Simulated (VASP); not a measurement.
# NaSc: single point with PBE

Crystal: NaSc.

```xyz
2
Lattice="1.7268 0.9970 3.6613 -1.7268 0.9970 3.6613 0.0000 -1.9940 3.6613" Properties=species:S:1:pos:R:3 pbc="T T T"
Na   -0.0197    0.0072    5.4996
Sc    0.0111    0.0705    0.0009
```

- Program: VASP 6.6.1
- Task: single point
- Functional: PBE
- Potentials or basis: VASP PAW PBE potentials, release 64 (Na_pv, Sc_sv)
- Cutoff: 520 eV
- k mesh: 10 × 10 × 10
- Occupations: gaussian, width 0.05 eV
- Spin: no spin polarisation
- Dipole correction: no
- Further INCAR settings: ALGO = Fast; EDIFF = 1e-06; NBANDS = 16

```
Pressure               : 19.6 GPa
Largest force          : 0.191 eV/Å
Band gap on the k mesh : zero (bands 9 and 10 overlap by 0.58 eV)
```

Forces on the atoms (eV/Å):
```
Na   0.082  0.167 -0.044
Sc  -0.082 -0.167  0.044
```

Stress tensor (GPa, compression positive):
```
16.87 -0.03 -0.07
-0.03 16.79  0.05
-0.07  0.05 25.03
```

Levels at points of the mesh, in eV from the Fermi level:
| k point | band 7 | band 8 | band 9 | band 10 | band 11 | band 12 |
| --- | --- | --- | --- | --- | --- | --- |
| (0.00, 0.00, 0.00) | -24.36 | -5.07 | -0.20 | 1.26 | 1.26 | 1.97 |
| (0.50, 0.00, 0.00) | -24.39 | -1.77 | -0.26 | 0.19 | 1.57 | 1.76 |
| (0.00, 0.50, 0.00) | -24.39 | -1.77 | -0.26 | 0.19 | 1.57 | 1.76 |
| (0.00, 0.00, 0.50) | -24.39 | -1.77 | -0.26 | 0.19 | 1.57 | 1.76 |
| (0.50, 0.50, 0.00) | -24.37 | -1.06 | -0.79 | 0.17 | 2.11 | 2.12 |
| (0.50, 0.00, 0.50) | -24.37 | -1.05 | -0.78 | 0.17 | 2.11 | 2.12 |
| (0.00, 0.50, 0.50) | -24.37 | -1.06 | -0.79 | 0.17 | 2.11 | 2.12 |
| (0.50, 0.50, 0.50) | -24.37 | -2.78 | -1.76 | 1.30 | 1.30 | 2.47 |

It took 11 min on 1 thread of Oxide Virtual Turin-like Processor, with other jobs on the host, peak memory 0.39 GiB.

Caveat: the stress differs along the axes, from 17 to 25 GPa.
